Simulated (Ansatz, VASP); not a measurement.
One calculation of CdS, two programs

POSCAR

```
CdS
1.0
    0.0000000000      2.7802563296      2.7802563296
    2.7802563296      0.0000000000      2.7802563296
    2.7802563296      2.7802563296      0.0000000000
Cd S
1 1
Direct
    0.0000000000      0.0000000000      0.0000000000
    0.5000000000      0.5000000000      0.5000000000
```

The input INCAR.step1:

```
SYSTEM = CdS
PREC = Accurate
ENCUT = 700
ISMEAR = 0
SIGMA = 0.01
LREAL = .False.
LASPH = .True.
NELM = 120
NBANDS = 20
GGA = PE
ALGO = Normal
EDIFF = 1E-5
LWAVE = .True.
LCHARG = .False.
GGA_COMPAT = .False.
```

The input INCAR.step2:

```
SYSTEM = CdS
PREC = Accurate
ENCUT = 700
EDIFF = 1E-6
ISMEAR = 0
SIGMA = 0.01
LREAL = .False.
LASPH = .True.
NELM = 120
ALGO = Normal
ISIF = 2
LWAVE = .False.
LCHARG = .False.
METAGGA = R2SCAN
LMIXTAU = .True.
NBANDS = 20
ISTART = 1
GGA_COMPAT = .False.
```

The input KPOINTS:

```
Automatic mesh
0
Gamma
  6 6 6
  0 0 0
```

Input for Ansatz:

```yaml
crystal:
  lattice:
    - [0.0, 2.7802563296, 2.7802563296]
    - [2.7802563296, 0.0, 2.7802563296]
    - [2.7802563296, 2.7802563296, 0.0]
  atoms:
    - { symbol: Cd, position: [0.0, 0.0, 0.0] }
    - { symbol: S, position: [0.5, 0.5, 0.5] }
kpoints:
  mp_grid: { grid: [6, 6, 6] }
hamiltonian:
  xc: r2scan
scf:
  occupations: { method: fixed }
  n_extra_bands: 4
output:
  forces: true
  stress: true
  eigenvalues: true
```

Alike in both runs: task single point; functional r2SCAN; k mesh 6 × 6 × 6; no spin polarisation.

```csv
,VASP,Ansatz
version,VASP 6.6.1,Ansatz 0.2.0
potentials or method,"VASP PAW PBE potentials, release 64 (Cd_sv_GW, S)","plane waves, PAW"
plane-wave cutoff (eV),700,500
occupations,"gaussian, width 0.01 eV",fixed
valence electrons in the cell,26,26
```

|  | VASP | Ansatz | Ansatz less VASP |
| --- | --- | --- | --- |
| gap on the k mesh at the Fermi level (eV) | 0.74 | 0.74 | -0.002 |
| pressure (GPa) | -4.2 | -4.2 | +0.06 |

VASP's potentials were made for PBE, not for r2SCAN.
